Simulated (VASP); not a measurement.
# Sn (P-1) in VASP: settings compared

Aim: see how the results for Sn move with the level of theory and the settings. Levels: B3LYP, HSE06, r2SCAN50, r2SCAN0. Tasks: single point.

Program: VASP 6.6.1. These are calculated values, not measurements. Logs are shortened: lines on timing, memory, paths and dates and some standing lists are left out, and cuts for length are marked.

**1. The cell of the first run**

The typed cell holds 1 atom: a = 3.234 Å, b = 3.520 Å, c = 3.421 Å, α = 119.67°, β = 114.67°, γ = 94.75°.

**2. Single point, B3LYP**

POSCAR

```
Sn
1.0
   -1.6664398100      1.7077874900      2.1828021800
    1.7938717800     -1.8589232500      2.3916531200
    1.6937133800      1.8854440200     -2.2975624100
Sn
1
Direct
    0.0000000000      0.0000000000      0.0000000000
```

INCAR.step1

```
ALGO     = Normal         # electronic algorithm
EDIFF    = 1E-5           # SCF threshold, eV
ENCUT    = 520            # plane-wave cutoff, eV
GGA      = PE             # functional
ISIF     = 2              # what is computed and relaxed
ISMEAR   = -1             # smearing method
LASPH    = T              # aspherical terms in the spheres
LCHARG   = F              # write CHGCAR
LREAL    = F              # projectors in reciprocal space
LWAVE    = T              # write WAVECAR
NBANDS   = 13             # bands
NELM     = 100            # most SCF steps
PREC     = Accurate       # precision mode
SIGMA    = 0.05           # smearing width, eV
```

INCAR.step2

```
AEXX     = 0.2            # exact-exchange fraction
AGGAC    = 0.81         
AGGAX    = 0.72         
ALDAC    = 0.19         
ALGO     = Normal         # electronic algorithm
EDIFF    = 1E-6           # SCF threshold, eV
ENCUT    = 520            # plane-wave cutoff, eV
GGA      = B3             # functional
ISIF     = 2              # what is computed and relaxed
ISMEAR   = -1             # smearing method
ISTART   = 1            
LASPH    = T              # aspherical terms in the spheres
LCHARG   = F              # write CHGCAR
LHFCALC  = T              # exact exchange
LREAL    = F              # projectors in reciprocal space
LWAVE    = F              # write WAVECAR
NBANDS   = 13             # bands
NELM     = 100            # most SCF steps
PREC     = Accurate       # precision mode
PRECFOCK = Normal       
SIGMA    = 0.05           # smearing width, eV
```

KPOINTS

```
k-points
0
Gamma
  5 5 5
```

Potentials or basis: VASP PAW PBE potentials, release 64 (Sn_d).

Launch:

```bash
> cat potpaw_PBE.64/Sn_d/POTCAR > POTCAR
> cp INCAR.step1 INCAR
> mpirun -np 1 vasp_std > vasp.out
> cp INCAR.step2 INCAR
> mpirun -np 1 vasp_std > vasp.out
```

OUTCAR:

```text
AEXX = 0.2
   EDIFF = 1E-6
   ENCUT = 520
   GGA = B3
   ISIF = 2
   ISMEAR = -1
   ISTART = 1
   LASPH = T
   LHFCALC = T
   LREAL = F
   NELM = 100
   PREC = Accurate
   PRECFOCK = Normal

 ion  position               nearest neighbor table
   1  0.000  0.000  0.000-

  LATTYP: Found a triclinic cell.
 ALAT       =     3.4208708239
 B/A-ratio  =     2.8122095242
 C/A-ratio  =     3.1129973406
 COS(alpha) =     0.0086797856
 COS(beta)  =     0.5773722393
 COS(gamma) =     0.8173704403

  Lattice vectors:

 A1 = (  -1.6937133800,  -1.8854440200,   2.2975624100)
 A2 = (  -3.2327212200,  -0.3287922900,   9.0548198900)
 A3 = (  -5.3632776500,  -8.9472920500,  -2.1414631400)

Analysis of symmetry for initial positions (statically):
=====================================================================
 Subroutine PRICEL returns:
 Original cell was already a primitive cell.

 Routine SETGRP: Setting up the symmetry group for a
 triclinic supercell.

 Subroutine GETGRP returns: Found  2 space group operations
 (whereof  2 operations were pure point group operations)
 out of a pool of  2 trial point group operations.

The static configuration has the point symmetry S_2 .

Analysis of symmetry for dynamics (positions and initial velocities):
=====================================================================
 Subroutine PRICEL returns:
 Original cell was already a primitive cell.

 Routine SETGRP: Setting up the symmetry group for a
 triclinic supercell.

 Subroutine GETGRP returns: Found  2 space group operations
 (whereof  2 operations were pure point group operations)
 out of a pool of  2 trial point group operations.

The dynamic configuration has the point symmetry S_2 .

 Subroutine INISYM returns: Found  2 space group operations
 (whereof  2 operations are pure point group operations),
 and found     1 'primitive' translations

----------------------------------------------------------------------------------------

                                     Primitive cell

  volume of cell :      28.6090

  direct lattice vectors                    reciprocal lattice vectors
    -1.666439810  1.707787490  2.182802180    -0.008330794  0.285654880  0.228275108
     1.793871780 -1.858923250  2.391653120     0.281005731  0.004603730  0.210929304
     1.693713380  1.885444020 -2.297562410     0.284598910  0.276179056  0.001196543

  length of vectors
     3.233911735  3.520451144  3.420870824     0.365756254  0.351392354  0.396576402

  position of ions in fractional coordinates (direct lattice)
     0.000000000  0.000000000  0.000000000

  ion indices of the primitive-cell ions
   primitive index   ion index
                 1           1

----------------------------------------------------------------------------------------

 KPOINTS: k-points

Automatic generation of k-mesh.
 Grid dimensions read from file:
 generate k-points for:    5    5    5

 Generating k-lattice:

  Cartesian coordinates                     Fractional coordinates (reciprocal lattice)
    -0.001666159  0.057130976  0.045655022     0.200000000 -0.000000000  0.000000000
     0.056201146  0.000920746  0.042185861     0.000000000  0.200000000 -0.000000000
     0.056919782  0.055235811  0.000239309     0.000000000 -0.000000000  0.200000000

  Length of vectors
     0.073151251  0.070278471  0.079315280

  Shift w.r.t. Gamma in fractional coordinates (k-lattice)
     0.000000000  0.000000000  0.000000000

 Subroutine IBZKPT returns following result:
 ===========================================

 Found     63 irreducible k-points:

 Following reciprocal coordinates:
            Coordinates               Weight
  0.000000  0.000000  0.000000      1.000000
  0.200000  0.000000 -0.000000      2.000000
  0.400000  0.000000 -0.000000      2.000000
  0.000000  0.200000 -0.000000      2.000000
  0.200000  0.200000  0.000000      2.000000
  0.400000  0.200000  0.000000      2.000000
[... 16 lines left out ...]
 -0.200000  0.200000  0.200000      2.000000
  0.000000  0.400000  0.200000      2.000000
 [... further k-points ...]
   k-points           NKPTS =     63   k-points in BZ     NKDIM =    125   number of bands    NBANDS=     13
   number of dos      NEDOS =    301   number of ions     NIONS =      1
   total plane-waves  NPLWV =  18816
   dimension x,y,z NGX =    24 NGY =   28 NGZ =   28
   dimension x,y,z NGXF=    48 NGYF=   56 NGZF=   56
   ions per type =               1
   NGX,Y,Z   is equivalent  to a cutoff of  12.34, 13.22, 13.61 a.u.
   NGXF,Y,Z  is equivalent  to a cutoff of  24.68, 26.44, 27.21 a.u.
 SYSTEM =  unknown system
   PREC   = accura    normal or accurate (medium, high low for compatibility)
   ISTART =      1    job   : 0-new  1-cont  2-samecut
   ICHARG =      0    charge: 1-file 2-atom 10-const
   ISPIN  =      1    spin polarized calculation?
   LNONCOLLINEAR =      F non collinear calculations
   LSORBIT =      F    spin-orbit coupling
   LASPH  =      T    aspherical Exc in radial PAW
   ENCUT  =  520.0 eV  38.22 Ry    6.18 a.u.   6.01  6.55  6.36*2*pi/ulx,y,z
   NELM   =    100;   NELMIN=  2; NELMDL=  0     # of ELM steps
   EDIFF  = 0.1E-05   stopping-criterion for ELM
   LREAL  =      F    real-space projection
   EDIFFG = 0.1E-04   stopping-criterion for IOM
   NSW    =      0    number of steps for IOM
   IBRION =     -1    ionic relax: 0-MD 1-quasi-New 2-CG
   NFREE  =      0    steps in history (QN), initial steepest desc. (CG)
   ISIF   =      2    stress and relaxation
   ISYM   =      3    0-nonsym 1-usesym 2-fastsym
   POTIM  = 0.5000    time-step for ionic-motion
   TEBEG  =    0.0;   TEEND  =   0.0 temperature during run
   PSTRESS=    0.0 pullay stress
   NELECT =      14.0000    total number of electrons
   NUPDOWN=      -1.0000    fix difference up-down
   EMIN   =  10.00;   EMAX   =-10.00  energy-range for DOS
   EFERMI =   0.00;   METHOD = LEGACY
   ISMEAR =    -1;   SIGMA  =   0.05  broadening in eV -4-tet -1-fermi 0-gaus
   EFERMI_NEDOS =   21; number of points for ismear=-14 and -15
   IALGO  =     38    algorithm
   IMIX   =      1    mixing-type and parameters
     AMIX     =   0.40;   BMIX     =  1.00
     AMIX_MAG =   1.60;   BMIX_MAG =  1.00
  volume/ion in A,a.u.               =      28.61       193.06
  Fermi-wavevector in a.u.,A,eV,Ry     =   1.290080  2.437897 22.644248  1.664305
  Thomas-Fermi vector in A             =   2.421933
   LORBIT       =      0    0 simple, 1 ext, 2 COOP (PROOUT), +10 PAW based schemes
   GGA     = B3    functional components
   LHFCALC =     T    Hartree Fock is set to
   PRECFOCK=normal    Normal, Fast or Accurate (Low or Medium for compatibility)
   ENCUT4O =  -1.0   cutoff for four orbital integrals eV
   NKREDX  =     1    reduce k-point grid by
   NKREDY  =     1    reduce k-point grid by
   NKREDZ  =     1    reduce k-point grid by
   AEXX    =    0.2000 exact exchange contribution
   HFSCREEN=    0.0000 screening length (either q_TF or 0.3 A-1)
   HFSCREENC=   0.0000 screening length for correlation (either q_TF or 0.3 A-1)
   ENCUTFOCK=  -1.0 apply spherical cutoff to Coloumb kernel
   IVDW    =     0    specifies the selected vdW correction
   LEPSILON=     F    determine dielectric tensor
   LRPA    =     F    only Hartree local field effects (RPA)
 non-spin polarized calculation
  energy-cutoff  :      520.00
  volume of cell :       28.61
 maximum number of plane-waves:       786
  NGX = 20; NGY = 20; NGZ = 20

 number of electron      14.0000001 magnetization

 Free energy of the ion-electron system (eV)
  ---------------------------------------------------
  ext. energy  EPLUGINS =         0.00000000
  ---------------------------------------------------
  free energy    TOTEN  =        -3.85597317 eV

  energy without entropy =       -3.85479475  energy(sigma->0) =       -3.85538396

 E-fermi :   7.6515     XC(G=0):  -8.0271

 val. band max:        7.2969784185   @ k =   0.2000   0.2000   0.2000
 cond. band min:       7.6520941837   @ k =   0.2000   0.0000   0.4000
 fundamental gap:      0.3551157652
 Fermi energy:         7.6515133888

 k-point     1 :       0.0000    0.0000    0.0000
  band No.  band energies     occupation
      1     -16.0553      2.00000
      2     -16.0344      2.00000
      3     -15.9614      2.00000
      4     -15.9610      2.00000
      5     -15.9170      2.00000
      6      -4.4861      2.00000
      7      14.6926      0.00000
      8      15.6924      0.00000
      9      16.8686      0.00000
     10      19.1187      0.00000
     11      19.9795      0.00000
     12      19.9861      0.00000
     13      21.6413      0.00000

 k-point     2 :       0.2000    0.0000   -0.0000
  band No.  band energies     occupation
      1     -16.0219      2.00000
      2     -15.9969      2.00000
      3     -15.9743      2.00000
      4     -15.9479      2.00000
      5     -15.9285      2.00000
      6      -3.5757      2.00000
      7      11.2723      0.00000
      8      14.2792      0.00000
      9      14.7759      0.00000
     10      18.2142      0.00000
     11      20.1923      0.00000
     12      20.4295      0.00000
     13      21.2126      0.00000

 k-point     3 :       0.4000    0.0000   -0.0000
  band No.  band energies     occupation
      1     -16.0156      2.00000
      2     -16.0080      2.00000
      3     -15.9882      2.00000
      4     -15.9122      2.00000
      5     -15.8502      2.00000
      6      -0.8996      2.00000
      7       4.5068      2.00000
      8      13.1913      0.00000
      9      14.2360      0.00000
     10      17.7841      0.00000
     11      18.7879      0.00000
     12      18.9718      0.00000
     13      20.4502      0.00000
[... 305 lines left out ...]
 k-point    23 :      -0.2000    0.2000    0.2000
  band No.  band energies     occupation
      1     -16.0020      2.00000
      2     -15.9863      2.00000
      3     -15.9676      2.00000
      4     -15.9602      2.00000
      5     -15.8965      2.00000
      6      -2.2645      2.00000
      7       9.1756      0.00000
      8      10.5855      0.00000
      9      13.6817      0.00000
     10      17.2102      0.00000
     11      19.4430      0.00000
     12      20.7302      0.00000
     13      21.4013      0.00000

 k-point    24 :       0.0000    0.4000    0.2000
  band No.  band energies     occupation
      1     -16.0667      2.00000
      2     -15.9856      2.00000
      3     -15.9384      2.00000
      4     -15.9170      2.00000
      5     -15.8703      2.00000
      6       0.1065      2.00000
      7       3.5728      2.00000
      8       8.7275      0.00000
      9      13.9605      0.00000
     10      17.8578      0.00000
     11      21.2498      0.00000
     12      23.0910      0.00000
     13      24.1640      0.00000

 [... further k-points ...]
[... 5 lines left out ...]
  --------------------------------------------------------------------------------------
  -------------------------------------------------------------------------------------
  Total        0.2970075     -0.2739565      0.5216479      0.2376148      0.1930626     -0.0205559
  in kB       16.6331692    -15.3422522     29.2135976     13.3070278     10.8119924     -1.1511841
  external PRESSURE =      10.1681715 kB  Pullay stress =       0.0000000 kB

 VOLUME and BASIS-vectors are now :
 -----------------------------------------------------------------------------
  energy-cutoff  :      520.00
  volume of cell :       28.61
      direct lattice vectors                 reciprocal lattice vectors
    -1.666439810  1.707787490  2.182802180    -0.008330794  0.285654880  0.228275108
     1.793871780 -1.858923250  2.391653120     0.281005731  0.004603730  0.210929304
     1.693713380  1.885444020 -2.297562410     0.284598910  0.276179056  0.001196543

 POSITION                                       TOTAL-FORCE (eV/Angst)
 -----------------------------------------------------------------------------------
      0.00000      0.00000      0.00000         0.000000      0.000000      0.000000
 -----------------------------------------------------------------------------------
    total drift:                                0.000000      0.000000      0.000000

  FREE ENERGIE OF THE ION-ELECTRON SYSTEM (eV)
  ---------------------------------------------------
  free  energy   TOTEN  =        -3.8559731707 eV

  energy  without entropy=       -3.8547947516  energy(sigma->0) =       -3.85538396
```

Run time: 38 min. Hardware: 1 thread of Intel Xeon Platinum 8259CL at 2.50GHz (Skylake/Cascade Lake), shared host; peak memory 0.18 GiB.

What came out:

```yaml
Free_energy: -3.8560 eV
Pressure: 1.0 GPa
Band_gap_on_the_k_mesh: zero (bands 7 and 8 overlap by 8.38 eV)
```

Caveat: the k points lie up to 0.46 Å⁻¹ apart, too coarse for converged energies and pressures of a metal; the PAW data sets were made with another functional, which shifts forces and pressure a little; spin-orbit coupling is left out, which moves the levels of the heavy elements.

**3. Single point, HSE06**

POSCAR is that of step 2.

INCAR.step1

```
SYSTEM = Sn
  PREC = Accurate
  ENCUT = 520
  EDIFF = 1E-5
  ISMEAR = -1
  SIGMA = 0.05
  LREAL = .False.
  LASPH = .True.
  NELM = 100
  ALGO = Normal
  ISIF = 2
  LWAVE = .True.
  LCHARG = .False.
  GGA = PE
  NBANDS = 13
```

INCAR.step2

```
SYSTEM = Sn
  PREC = Accurate
  ENCUT = 520
  EDIFF = 1E-7
  ISMEAR = -1
  SIGMA = 0.05
  LREAL = .False.
  LASPH = .True.
  NELM = 100
  ALGO = Normal
  ISIF = 2
  LWAVE = .False.
  LCHARG = .False.
  GGA = PE
  LHFCALC = .True.
  HFSCREEN = 0.2079
  PRECFOCK = Normal
  ISTART = 1
  NBANDS = 13
```

KPOINTS

```
regular mesh
0
Gamma
  5 5 5
  0 0 0
```

Potentials or basis: VASP PAW PBE potentials, release 64 (Sn_d).

Launch:

```bash
> cat potpaw_PBE.64/Sn_d/POTCAR > POTCAR
> cp INCAR.step1 INCAR
> mpirun -np 1 vasp_std > vasp.out
> cp INCAR.step2 INCAR
> mpirun -np 1 vasp_std > vasp.out
```

It took 53 min on 1 thread of Intel Xeon Platinum 8375C at 2.90GHz (Ice Lake), shared host; peak memory 0.27 GiB.

It converged, with:

```yaml
Free_energy: -4.3307 eV
Pressure: -2.6 GPa
Band_gap_on_the_k_mesh: zero (bands 7 and 8 overlap by 8.25 eV)
```

Stress tensor (GPa, compression positive):
```
-1.98  1.25 -0.22
 1.25 -5.28  1.12
-0.22  1.12 -0.55
```

Levels at points of the mesh, in eV from the Fermi level:
```tsv
k point	band 4	band 5	band 6	band 7	band 8	band 9	band 10	band 11
(0.00, 0.00, 0.00)	-23.69	-23.64	-11.98	7.12	8.14	9.35	11.18	11.98
```

Caveat: the k points lie up to 0.46 Å⁻¹ apart, too coarse for converged energies and pressures of a metal; the PAW data sets were made with another functional, which shifts forces and pressure a little; spin-orbit coupling is left out, which moves the levels of the heavy elements.

**4. Single point, r2SCAN50**

POSCAR is that of step 3.

INCAR.step1

```
SYSTEM = Sn
ALGO = Normal
EDIFF = 1E-5
ENCUT = 520
GGA = PE
ISIF = 2
ISMEAR = -1
LASPH = .TRUE.
LREAL = .FALSE.
LWAVE = .TRUE.
NBANDS = 13
NELM = 80
PREC = Accurate
SIGMA = 0.05
```

INCAR.step2

```
SYSTEM = Sn
AEXX = 0.5
ALGO = Normal
EDIFF = 1E-6
ENCUT = 520
ISIF = 2
ISMEAR = -1
ISTART = 1
LASPH = .TRUE.
LCHARG = .TRUE.
LELF = .TRUE.
LHFCALC = .TRUE.
LMIXTAU = .TRUE.
LREAL = .FALSE.
LVHAR = .TRUE.
LWAVE = .FALSE.
METAGGA = R2SCAN
NBANDS = 13
NELM = 80
PREC = Accurate
PRECFOCK = Normal
SIGMA = 0.05
```

KPOINTS

```
k-points
0
G
  5 5 5
  0 0 0
```

Launch:

```bash
> cat potpaw_PBE.64/Sn_d/POTCAR > POTCAR
> cp INCAR.step1 INCAR
> mpirun -np 1 vasp_std > vasp.out
> cp INCAR.step2 INCAR
> mpirun -np 1 vasp_std > vasp.out
```

Wall time 38 min (1 thread of Intel Xeon Platinum 8488C (Sapphire Rapids), shared host); peak memory 0.18 GiB.

It converged, with:

```yaml
Free_energy: -16.4989 eV
Pressure: -4.7 GPa
Band_gap_on_the_k_mesh: zero (bands 7 and 8 overlap by 10.80 eV)
```

Stress tensor (GPa, compression positive):
```
-4.07  1.55  0.05
 1.55 -7.75  1.00
 0.05  1.00 -2.42
```

Levels at points of the mesh, in eV from the Fermi level:
```tsv
k point	band 3	band 4	band 5	band 6	band 7	band 8	band 9	band 10	band 11	band 12
(0.00, 0.00, 0.00)	-27.12	-27.12	-27.07	-14.54	8.79	9.90	11.21	12.90	13.81	13.86
```

Caveat: the k points lie up to 0.46 Å⁻¹ apart, too coarse for converged energies and pressures of a metal; the PAW data sets were made with another functional, which shifts forces and pressure a little; spin-orbit coupling is left out, which moves the levels of the heavy elements.

[end of part 1 of 2]
